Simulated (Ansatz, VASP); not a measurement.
**One calculation of Ta2N, two programs**

```
Ta N
1.0
     3.11286    0.00000    0.00000
    -1.55643    2.69582    0.00000
     0.00000    0.00000    4.86984
Ta N
2 1
Direct
  0.66667 0.33333 0.74529
  0.33333 0.66667 0.25471
  0.00000 0.00000 0.00000
```

Alike in both runs: task electric field gradients; functional PBE; k mesh 15 × 15 × 9; occupations fermi-dirac, width 0.05 eV; no spin polarisation.

|  | VASP | Ansatz |
| --- | --- | --- |
| version | VASP 6.6.1 | Ansatz 0.2.0 |
| potentials or method | VASP PAW PBE potentials, release 64 (Ta_pv, N), cutoff 520 eV | all-electron PAW with datasets made for the crystal, scalar-relativistic |

Ansatz gave:

```
pressure (GPa)                                                : -1.2
traceless stress, the component that is largest in VASP (GPa) : 0.88
rms of the force components (eV/Å)                            : 0.021
size of Vzz on the site where it differs most (V/Å²)          : 74.2
```

Problem. Which values does VASP return?

Solution. Pressure (GPa): -0.9; traceless stress, the component that is largest in VASP (GPa): 0.86; rms of the force components (eV/Å): 0.002; size of Vzz on the site where it differs most (V/Å²): 61.0.

Atom by atom the forces differ by 0.019 eV/Å (rms over components). Ansatz ran all-electron here, and VASP with PAW potentials.

Neither program's run includes spin-orbit coupling.
